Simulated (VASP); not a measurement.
# In (P6_3/mmc) in VASP: settings compared, part 2 of 2

VASP 6.6.1. The steps go on from the part before.

### Step 6. Single point, PBE0

Contents of POSCAR:

```
In
1.0
    3.3354847820      0.0000000000      0.0000000000
   -1.6677423910      2.8886145552      0.0000000000
    0.0000000000      0.0000000000      5.5091429200
In
2
Direct
    0.6666666667      0.3333333333      0.7500000000
    0.3333333333      0.6666666667      0.2500000000
```

Contents of INCAR.step1:

```
PREC = Accurate
ENCUT = 520
EDIFF = 1E-5
ISMEAR = -1
SIGMA = 0.05
LREAL = F
LASPH = T
NELM = 60
ALGO = Normal
ISIF = 2
LWAVE = T
LCHARG = F
NBANDS = 20
GGA = PE
```

Contents of INCAR.step2:

```
PREC = Accurate
ENCUT = 520
EDIFF = 1E-7
ISMEAR = -1
SIGMA = 0.05
LREAL = F
LASPH = T
NELM = 60
ALGO = Normal
ISIF = 2
LWAVE = F
LCHARG = F
GGA = PE
LHFCALC = T
AEXX = 0.25
PRECFOCK = Normal
NBANDS = 20
ISTART = 1
```

Contents of KPOINTS:

```
regular mesh
0
Gamma
  5 5 3
```

Potentials or basis: VASP PAW PBE potentials, release 64 (In_d).

On the command line:

```sh
$ cat potpaw_PBE.64/In_d/POTCAR > POTCAR
$ cp INCAR.step1 INCAR
$ mpirun -np 1 vasp_std > vasp.out
$ cp INCAR.step2 INCAR
$ mpirun -np 1 vasp_std > vasp.out
```

OUTCAR:

```text
PREC = Accurate
   ENCUT = 520
   EDIFF = 1E-7
   ISMEAR = -1
   LREAL = F
   LASPH = T
   NELM = 60
   ISIF = 2
   GGA = PE
   LHFCALC = T
   AEXX = 0.25
   PRECFOCK = Normal
   ISTART = 1

 ion  position               nearest neighbor table
   1  0.667  0.333  0.750-   2 3.36   2 3.36   2 3.36   2 3.36   2 3.36   2 3.36
   2  0.333  0.667  0.250-   1 3.36   1 3.36   1 3.36   1 3.36   1 3.36   1 3.36

  LATTYP: Found a hexagonal cell.
 ALAT       =     3.3354847820
 C/A-ratio  =     1.6516768266

  Lattice vectors:

 A1 = (   3.3354847820,   0.0000000000,   0.0000000000)
 A2 = (  -1.6677423910,   2.8886145552,   0.0000000000)
 A3 = (   0.0000000000,   0.0000000000,   5.5091429200)

Analysis of symmetry for initial positions (statically):
=====================================================================
 Subroutine PRICEL returns:
 Original cell was already a primitive cell.

 Routine SETGRP: Setting up the symmetry group for a
 hexagonal supercell.

 Subroutine GETGRP returns: Found 24 space group operations
 (whereof 12 operations were pure point group operations)
 out of a pool of 24 trial point group operations.

The static configuration has the point symmetry D_3d.
 The point group associated with its full space group is D_6h.

Analysis of symmetry for dynamics (positions and initial velocities):
=====================================================================
 Subroutine PRICEL returns:
 Original cell was already a primitive cell.

 Routine SETGRP: Setting up the symmetry group for a
 hexagonal supercell.

 Subroutine GETGRP returns: Found 24 space group operations
 (whereof 12 operations were pure point group operations)
 out of a pool of 24 trial point group operations.

[... 105 lines left out ...]
     AMIX     =   0.40;   BMIX     =  1.00
     AMIX_MAG =   1.60;   BMIX_MAG =  1.00
  volume/ion in A,a.u.               =      26.54       179.10
  Fermi-wavevector in a.u.,A,eV,Ry     =   1.290491  2.438675 22.658704  1.665368
  Thomas-Fermi vector in A             =   2.422320
   LORBIT       =      0    0 simple, 1 ext, 2 COOP (PROOUT), +10 PAW based schemes
   GGA     = PE    functional components
   LHFCALC =     T    Hartree Fock is set to
   PRECFOCK=normal    Normal, Fast or Accurate (Low or Medium for compatibility)
   ENCUT4O =  -1.0   cutoff for four orbital integrals eV
   NKREDX  =     1    reduce k-point grid by
   NKREDY  =     1    reduce k-point grid by
   NKREDZ  =     1    reduce k-point grid by
   AEXX    =    0.2500 exact exchange contribution
   HFSCREEN=    0.0000 screening length (either q_TF or 0.3 A-1)
   HFSCREENC=   0.0000 screening length for correlation (either q_TF or 0.3 A-1)
   ENCUTFOCK=  -1.0 apply spherical cutoff to Coloumb kernel
   IVDW    =     0    specifies the selected vdW correction
   LEPSILON=     F    determine dielectric tensor
   LRPA    =     F    only Hartree local field effects (RPA)
 non-spin polarized calculation
  energy-cutoff  :      520.00
  volume of cell :       53.08
 maximum number of plane-waves:      1454
 NGX is ok and might be reduce to    28
  NGX = 20; NGY = 20; NGZ = 32

 number of electron      26.0000008 magnetization

 Free energy of the ion-electron system (eV)
  ---------------------------------------------------
  ext. energy  EPLUGINS =         0.00000000
  ---------------------------------------------------
  free energy    TOTEN  =        -6.46035443 eV

  energy without entropy =       -6.45016301  energy(sigma->0) =       -6.45525872

 E-fermi :   7.4236     XC(G=0):  -8.0439

 val. band max:        7.3889728071   @ k =   0.4000   0.0000   0.3333
 cond. band min:       8.1783296967   @ k =   0.0000   0.0000   0.3333
 fundamental gap:      0.7893568896
 Fermi energy:         7.4236403590

 k-point     1 :       0.0000    0.0000    0.0000
  band No.  band energies     occupation
      1      -9.8392      2.00000
      2      -9.7814      2.00000
      3      -9.7601      2.00000
      4      -9.7601      2.00000
      5      -9.7334      2.00000
      6      -9.7334      2.00000
[... 219 lines left out ...]
     19      17.8363      0.00000
     20      20.1460      0.00000

------------------------ aborting loop because EDIFF is reached ----------------------------------------

  FORCE on cell =-STRESS in cart. coord.  units (eV):
  Direction    XX          YY          ZZ          XY          YZ          ZX
  --------------------------------------------------------------------------------------
  -------------------------------------------------------------------------------------
  Total       -0.1023010     -0.1023010      0.0820274     -0.0000000     -0.0000000      0.0000000
  in kB       -3.0878620     -3.0878620      2.4759227     -0.0000000     -0.0000000      0.0000000
  external PRESSURE =      -1.2332671 kB  Pullay stress =       0.0000000 kB

 VOLUME and BASIS-vectors are now :
 -----------------------------------------------------------------------------
  energy-cutoff  :      520.00
  volume of cell :       53.08
      direct lattice vectors                 reciprocal lattice vectors
     3.335484782  0.000000000  0.000000000     0.299806495  0.173093360  0.000000000
    -1.667742391  2.888614555  0.000000000     0.000000000  0.346186721  0.000000000
     0.000000000  0.000000000  5.509142920     0.000000000  0.000000000  0.181516438

 POSITION                                       TOTAL-FORCE (eV/Angst)
 -----------------------------------------------------------------------------------
      1.66774      0.96287      4.13186        -0.000000      0.000000      0.000000
     -0.00000      1.92574      1.37729         0.000000     -0.000000     -0.000000
 -----------------------------------------------------------------------------------
    total drift:                               -0.000000      0.000000     -0.000000

  FREE ENERGIE OF THE ION-ELECTRON SYSTEM (eV)
  ---------------------------------------------------
  free  energy   TOTEN  =        -6.4603544279 eV

  energy  without entropy=       -6.4501630129  energy(sigma->0) =       -6.45525872
```

OUTCAR.step1:

```text
PREC = Accurate
   ENCUT = 520
   EDIFF = 1E-5
   ISMEAR = -1
   LREAL = F
[... 438 lines left out ...]
      1.66774      0.96287      4.13186         0.000000     -0.000000      0.000000
     -0.00000      1.92574      1.37729        -0.000000      0.000000      0.000000
 -----------------------------------------------------------------------------------
    total drift:                                0.000000     -0.000000      0.000000

  FREE ENERGIE OF THE ION-ELECTRON SYSTEM (eV)
  ---------------------------------------------------
  free  energy   TOTEN  =        -5.1320803357 eV

  energy  without entropy=       -5.1214669414  energy(sigma->0) =       -5.12677364
```

OSZICAR.step1:

```text
N       E                     dE             d eps       ncg     rms          rms(c)
DAV:   1     0.216050235129E+03    0.21605E+03   -0.13290E+04   400   0.178E+03
DAV:   2     0.112350336726E+02   -0.20482E+03   -0.20089E+03   404   0.384E+02
DAV:   3    -0.468240936562E+01   -0.15917E+02   -0.15775E+02   456   0.121E+02
DAV:   4    -0.516172693971E+01   -0.47932E+00   -0.47898E+00   488   0.228E+01
DAV:   5    -0.518694370064E+01   -0.25217E-01   -0.25215E-01   572   0.431E+00    0.321E+00
DAV:   6    -0.514157697112E+01    0.45367E-01   -0.80779E-02   552   0.467E+00    0.151E+00
DAV:   7    -0.513263705630E+01    0.89399E-02   -0.24359E-02   544   0.231E+00    0.350E-01
DAV:   8    -0.513205530114E+01    0.58176E-03   -0.17589E-03   508   0.542E-01    0.375E-02
DAV:   9    -0.513207385260E+01   -0.18551E-04   -0.51599E-05   480   0.594E-02    0.185E-02
DAV:  10    -0.513208033568E+01   -0.64831E-05   -0.85289E-06   236   0.420E-02
   1 F= -.51320803E+01 E0= -.51267736E+01  d E =-.106134E-01
```

It took 19 min on 1 thread of Intel Xeon Platinum 8488C (Sapphire Rapids), shared host; peak memory 0.19 GiB.

Results:

* Free energy: -6.4604 eV
* Pressure: -0.1 GPa
* Band gap on the k mesh: zero (bands 13 and 14 overlap by 3.12 eV)

Levels at points of the mesh, in eV from the Fermi level:
```
           k point  band 11  band 12  band 13  band 14  band 15  band 16
(0.00, 0.00, 0.00)   -11.26    -5.42    -4.29     9.52     9.52    11.35
```

Caveat: the k points lie up to 0.44 Å⁻¹ apart, too coarse for converged energies and pressures of a metal; the PAW data sets were made with another functional, which shifts forces and pressure a little; spin-orbit coupling is left out, which moves the levels of the heavy elements.

### Step 7. Overview

| level | potentials or basis | grid for exact exchange (PRECFOCK) | share of exact exchange | screening parameter | gap on the mesh (eV) | pressure (GPa) |
| --- | --- | --- | --- | --- | --- | --- |
| LDA | VASP PAW LDA potentials, release 64 (In_d) | - | - | - | none | -3.2 |
| PBEsol | VASP PAW PBE potentials, release 64 (In_d) | - | - | - | none | -1.7 |
| r2SCAN | VASP PAW PBE potentials, release 64 (In_d) | - | - | - | none | -0.5 |
| HSE06 | VASP PAW PBE potentials, release 64 (In_d) | Normal | 0.25 | 0.2079 1/Å | none | 0.1 |
| PBE0 | VASP PAW PBE potentials, release 64 (In_d) | Normal | 0.25 | - | none | -0.1 |

Alike in all rows: task single point; no spin polarisation; cell as given; k mesh 5 × 5 × 3; cutoff (eV) 520; smearing fermi-dirac 0.05 eV.

Caveats: all runs use coarse meshes; spin-orbit coupling is left out, which moves the levels of the heavy elements; the PAW data sets were made with another functional, which shifts forces and pressure a little (at least some runs).

Total energies depend on the potentials used, so only differences within one code and one set of settings carry meaning.
